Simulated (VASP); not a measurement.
# Be (Im-3m) in VASP: notebook

Be is run at these levels: PBEsol+D4, b88 exchange, pbe correlation; tasks: single point, electric field gradients.

Program: VASP 6.6.1. These are calculated values, not measurements. Logs are shortened: lines on timing, memory, paths and dates and some standing lists are left out, and cuts for length are marked.

## (1) The cell of the first run

It takes space group Im-3m (No. 229, cubic). Conventional cell: a = 2.506 Å, b = 2.506 Å, c = 2.506 Å, α = 90.00°, β = 90.00°, γ = 90.00°. Be (site symmetry m-3m) has 14 Be at 2.17 to 2.51 Å within 2.9 Å.

This isn't the form of Be at room conditions, which is hcp.

## (2) Single point, PBEsol+D4

The input, POSCAR:

```
Be
1.0
   -1.2531209500      1.2531209500      1.2531209500
    1.2531209500     -1.2531209500      1.2531209500
    1.2531209500      1.2531209500     -1.2531209500
Be
1
Direct
    0.0000000000      0.0000000000      0.0000000000
```

The input, INCAR.step1:

```
ALGO     = Normal         # electronic algorithm
EDIFF    = 1E-6           # SCF threshold, eV
ENCUT    = 520            # plane-wave cutoff, eV
GGA      = PS             # functional
GGA_COMPAT= F            
ISIF     = 2              # what is computed and relaxed
ISMEAR   = 0              # smearing method
IVDW     = 13             # dispersion correction
LASPH    = T              # aspherical terms in the spheres
LCHARG   = T              # write CHGCAR
LORBIT   = 11             # projections on sites
LREAL    = F              # projectors in reciprocal space
LWAVE    = F              # write WAVECAR
NBANDS   = 7              # bands
NEDOS    = 2001           # points of the DOS
NELM     = 120            # most SCF steps
PREC     = Accurate       # precision mode
SIGMA    = 0.01           # smearing width, eV
```

The input, KPOINTS.step1:

```
k-points
0
Gamma
  15 15 15
```

The input, INCAR.step2:

```
ALGO     = Normal         # electronic algorithm
EDIFF    = 1E-6           # SCF threshold, eV
ENCUT    = 520            # plane-wave cutoff, eV
GGA      = PS             # functional
GGA_COMPAT= F            
ICHARG   = 11             # starting density
ISIF     = 2              # what is computed and relaxed
ISMEAR   = -5             # smearing method
IVDW     = 13             # dispersion correction
LASPH    = T              # aspherical terms in the spheres
LCHARG   = F              # write CHGCAR
LORBIT   = 11             # projections on sites
LREAL    = F              # projectors in reciprocal space
LWAVE    = F              # write WAVECAR
NBANDS   = 7              # bands
NEDOS    = 1001           # points of the DOS
NELM     = 120            # most SCF steps
PREC     = Accurate       # precision mode
SIGMA    = 0.01           # smearing width, eV
```

The input, KPOINTS.step2:

```
k-points
0
Gamma
  23 23 23
```

Potentials or basis: VASP PAW PBE potentials, release 64 (Be).

Started as:

```bash
$ cat potpaw_PBE.64/Be/POTCAR > POTCAR
$ cp INCAR.step1 INCAR
$ cp KPOINTS.step1 KPOINTS
$ mpirun -np 1 vasp_std > vasp.out
$ cp INCAR.step2 INCAR
$ cp KPOINTS.step2 KPOINTS
$ mpirun -np 1 vasp_std > vasp.out
```

OUTCAR:

```text
EDIFF = 1E-6
   ENCUT = 520
   GGA = PS
   ICHARG = 11
   ISIF = 2
   ISMEAR = -5
   IVDW = 13
   LASPH = T
   LORBIT = 11
   LREAL = F
   NELM = 120
   PREC = Accurate

 ion  position               nearest neighbor table
   1  0.000  0.000  0.000-

  LATTYP: Found a body centered cubic cell.
 ALAT       =     2.5062419000

  Lattice vectors:

 A1 = (  -1.2531209500,   1.2531209500,   1.2531209500)
 A2 = (   1.2531209500,  -1.2531209500,   1.2531209500)
 A3 = (   1.2531209500,   1.2531209500,  -1.2531209500)

Analysis of symmetry for initial positions (statically):
=====================================================================
 Subroutine PRICEL returns:
 Original cell was already a primitive cell.

 Routine SETGRP: Setting up the symmetry group for a
 body centered cubic supercell.

 Subroutine GETGRP returns: Found 48 space group operations
 (whereof 48 operations were pure point group operations)
 out of a pool of 48 trial point group operations.

The static configuration has the point symmetry O_h .

Analysis of symmetry for dynamics (positions and initial velocities):
=====================================================================
 Subroutine PRICEL returns:
 Original cell was already a primitive cell.

 Routine SETGRP: Setting up the symmetry group for a
 body centered cubic supercell.

 Subroutine GETGRP returns: Found 48 space group operations
 (whereof 48 operations were pure point group operations)
 out of a pool of 48 trial point group operations.

The dynamic configuration has the point symmetry O_h .

 Subroutine INISYM returns: Found 48 space group operations
 (whereof 48 operations are pure point group operations),
 and found     1 'primitive' translations

----------------------------------------------------------------------------------------

                                     Primitive cell

  volume of cell :       7.8712

  direct lattice vectors                    reciprocal lattice vectors
    -1.253120950  1.253120950  1.253120950     0.000000000  0.399003783  0.399003783
     1.253120950 -1.253120950  1.253120950     0.399003783  0.000000000  0.399003783
     1.253120950  1.253120950 -1.253120950     0.399003783  0.399003783  0.000000000

  length of vectors
     2.170469153  2.170469153  2.170469153     0.564276562  0.564276562  0.564276562

  position of ions in fractional coordinates (direct lattice)
     0.000000000  0.000000000  0.000000000

  ion indices of the primitive-cell ions
   primitive index   ion index
                 1           1

----------------------------------------------------------------------------------------

 KPOINTS: k-points

Automatic generation of k-mesh.
 Grid dimensions read from file:
 generate k-points for:   23   23   23

 Generating k-lattice:

  Cartesian coordinates                     Fractional coordinates (reciprocal lattice)
     0.000000000  0.017347991  0.017347991     0.043478261  0.000000000  0.000000000
     0.017347991  0.000000000  0.017347991     0.000000000  0.043478261  0.000000000
     0.017347991  0.017347991  0.000000000     0.000000000  0.000000000  0.043478261

  Length of vectors
     0.024533764  0.024533764  0.024533764

  Shift w.r.t. Gamma in fractional coordinates (k-lattice)
     0.000000000  0.000000000  0.000000000

 TETIRR: Found  14515 inequivalent tetrahedra from    73002

 Subroutine IBZKPT returns following result:
 ===========================================

 Found    364 irreducible k-points:

 Following reciprocal coordinates:
            Coordinates               Weight
  0.000000  0.000000  0.000000      1.000000
  0.043478  0.000000  0.000000     12.000000
  0.086957  0.000000  0.000000     12.000000
  0.130435  0.000000  0.000000     12.000000
  0.173913  0.000000  0.000000     12.000000
  0.217391  0.000000  0.000000     12.000000
[... 16 lines left out ...]
  0.478261  0.043478 -0.000000     24.000000
  0.086957  0.086957  0.000000     24.000000
 [... further k-points ...]
   k-points           NKPTS =    364   k-points in BZ     NKDIM =    364   number of bands    NBANDS=      7
   number of dos      NEDOS =   1001   number of ions     NIONS =      1
   total plane-waves  NPLWV =   4096
   dimension x,y,z NGX =    16 NGY =   16 NGZ =   16
   dimension x,y,z NGXF=    32 NGYF=   32 NGZF=   32
   ions per type =               1
   NGX,Y,Z   is equivalent  to a cutoff of  12.26, 12.26, 12.26 a.u.
   NGXF,Y,Z  is equivalent  to a cutoff of  24.51, 24.51, 24.51 a.u.
 SYSTEM =  unknown system
   PREC   = accura    normal or accurate (medium, high low for compatibility)
   ISTART =      0    job   : 0-new  1-cont  2-samecut
   ICHARG =     11    charge: 1-file 2-atom 10-const
   ISPIN  =      1    spin polarized calculation?
   LNONCOLLINEAR =      F non collinear calculations
   LSORBIT =      F    spin-orbit coupling
   LASPH  =      T    aspherical Exc in radial PAW
   ENCUT  =  520.0 eV  38.22 Ry    6.18 a.u.   4.04  4.04  4.04*2*pi/ulx,y,z
   NELM   =    120;   NELMIN=  2; NELMDL=  0     # of ELM steps
   EDIFF  = 0.1E-05   stopping-criterion for ELM
   LREAL  =      F    real-space projection
[... 7 lines left out ...]
   TEBEG  =    0.0;   TEEND  =   0.0 temperature during run
   PSTRESS=    0.0 pullay stress
   NELECT =       2.0000    total number of electrons
   NUPDOWN=      -1.0000    fix difference up-down
   EMIN   =  10.00;   EMAX   =-10.00  energy-range for DOS
   EFERMI =   0.00;   METHOD = LEGACY
   ISMEAR =    -5;   SIGMA  =   0.01  broadening in eV -4-tet -1-fermi 0-gaus
   EFERMI_NEDOS =   21; number of points for ismear=-14 and -15
   IALGO  =     38    algorithm
   IMIX   =      4    mixing-type and parameters
     AMIX     =   0.40;   BMIX     =  1.00
     AMIX_MAG =   1.60;   BMIX_MAG =  1.00
  volume/ion in A,a.u.               =       7.87        53.12
  Fermi-wavevector in a.u.,A,eV,Ry     =   1.036904  1.959464 14.628572  1.075170
  Thomas-Fermi vector in A             =   2.171317
   LORBIT       =     11    0 simple, 1 ext, 2 COOP (PROOUT), +10 PAW based schemes
   GGA     = PS    functional components
   LHFCALC =     F    Hartree Fock is set to
   AEXX    =    0.0000 exact exchange contribution
   IVDW    =    13    specifies the selected vdW correction
   LEPSILON=     F    determine dielectric tensor
   LRPA    =     F    only Hartree local field effects (RPA)
 non-spin polarized calculation
 Fermi weights with tetrahedron method with Bloechl corrections
  energy-cutoff  :      520.00
  volume of cell :        7.87
 maximum number of plane-waves:       236

 number of electron       2.0000000 magnetization

 Free energy of the ion-electron system (eV)
  ---------------------------------------------------
  ext. energy  EPLUGINS =         0.00000000
  ---------------------------------------------------
  free energy    TOTEN  =        -3.89990841 eV

  energy without entropy =       -3.89990841  energy(sigma->0) =       -3.89990841

 E-fermi :   7.9746     XC(G=0): -10.6281

 val. band max:        8.0290849859   @ k =   0.2609   0.2609   0.2174
 cond. band min:       7.8384026295   @ k =  -0.3913  -0.3913   0.0870
 fundamental gap:     -0.1906823564
 Fermi energy:         7.9746339425

 k-point     1 :       0.0000    0.0000    0.0000
  band No.  band energies     occupation
      1      -4.3161      2.00000
      2      27.2595      0.00000
      3      27.2595      0.00000
      4      27.2595      0.00000
      5      38.6175      0.00000
      6      38.6175      0.00000
      7      38.6175      0.00000

 k-point     2 :       0.0435    0.0000    0.0000
  band No.  band energies     occupation
      1      -4.2499      2.00000
      2      26.9331      0.00000
      3      26.9846      0.00000
      4      27.1812      0.00000
      5      37.6870      0.00000
      6      37.7331      0.00000
      7      39.0668      0.00000

 k-point     3 :       0.0870    0.0000    0.0000
  band No.  band energies     occupation
      1      -4.0514      2.00000
      2      25.9292      0.00000
      3      26.2717      0.00000
      4      26.9504      0.00000
      5      35.8348      0.00000
      6      36.2035      0.00000
      7      39.4207      0.00000

 k-point     4 :       0.1304    0.0000    0.0000
  band No.  band energies     occupation
      1      -3.7203      2.00000
      2      24.2735      0.00000
      3      25.3321      0.00000
      4      26.5826      0.00000
      5      34.4759      0.00000
      6      34.6839      0.00000
      7      38.9195      0.00000

 k-point     5 :       0.1739    0.0000    0.0000
  band No.  band energies     occupation
      1      -3.2569      2.00000
      2      22.1555      0.00000
      3      24.3305      0.00000
      4      26.1096      0.00000
      5      33.2920      0.00000
      6      33.7039      0.00000
      7      38.7855      0.00000
[... 161 lines left out ...]
 k-point    22 :       0.4348    0.0435    0.0000
  band No.  band energies     occupation
      1       2.3445      2.00000
      2       8.8674      0.00000
      3      20.0155      0.00000
      4      22.8469      0.00000
      5      29.1707      0.00000
      6      34.1711      0.00000
      7      43.7409      0.00000

 k-point    23 :       0.4783    0.0435   -0.0000
  band No.  band energies     occupation
      1       2.7450      2.00000
      2       8.3109      0.00000
      3      19.9369      0.00000
      4      22.7807      0.00000
      5      29.0876      0.00000
      6      34.2408      0.00000
      7      44.1823      0.00000

 k-point    24 :       0.0870    0.0870    0.0000
  band No.  band energies     occupation
      1      -3.5214      2.00000
      2      24.0802      0.00000
      3      24.2603      0.00000
      4      25.9381      0.00000
      5      34.0351      0.00000
      6      34.5925      0.00000
      7      38.7803      0.00000

 [... further k-points ...]

------------------------ aborting loop because EDIFF is reached ----------------------------------------

  DFT-D4 for vdW energy calculation

  Edisp (eV):   -0.06445

  FORCE on cell =-STRESS in cart. coord.  units (eV):
  Direction    XX          YY          ZZ          XY          YZ          ZX
  --------------------------------------------------------------------------------------
  -------------------------------------------------------------------------------------
  Total      -0.14008    -0.14008    -0.14008     0.00000     0.00000    -0.00000
  in kB     -28.51374   -28.51374   -28.51374     0.00000     0.00000    -0.00000
  external pressure =      -28.51 kB  Pullay stress =        0.00 kB

 VOLUME and BASIS-vectors are now :
 -----------------------------------------------------------------------------
  energy-cutoff  :      520.00
  volume of cell :        7.87
      direct lattice vectors                 reciprocal lattice vectors
    -1.253120950  1.253120950  1.253120950     0.000000000  0.399003783  0.399003783
     1.253120950 -1.253120950  1.253120950     0.399003783  0.000000000  0.399003783
     1.253120950  1.253120950 -1.253120950     0.399003783  0.399003783  0.000000000

 POSITION                                       TOTAL-FORCE (eV/Angst)
 -----------------------------------------------------------------------------------
      0.00000      0.00000      0.00000         0.000000      0.000000      0.000000
 -----------------------------------------------------------------------------------
    total drift:                                0.000000     -0.000000     -0.000000

  FREE ENERGIE OF THE ION-ELECTRON SYSTEM (eV)
  ---------------------------------------------------
  free  energy   TOTEN  =        -3.9643567014 eV

  energy  without entropy=       -3.9643567014  energy(sigma->0) =       -3.96435670

 total charge

# of ion       s       p       d       tot
------------------------------------------
    1        0.390   0.783   0.000   1.173
```

It took 16 s on 1 thread of AMD EPYC 7R13 (Zen 3), shared host; peak memory 0.11 GiB.

What came out:

```yaml
Valence_electrons_inside_the_program's_atomic_spheres: Be 1.17
Dispersion_energy_per_atom: -0.064 eV
```

Levels at points of the mesh, in eV from the Fermi level:
| k point | band 1 | band 2 | band 3 | band 4 |
| --- | --- | --- | --- | --- |
| (0.00, 0.00, 0.00) | -12.29 | 19.28 | 19.28 | 19.28 |

Caveat: the PAW data sets were made with another functional, which shifts forces and pressure a little; tetrahedron occupations give inexact forces and stress in metals.

(Part 1 of 2 ends here.)
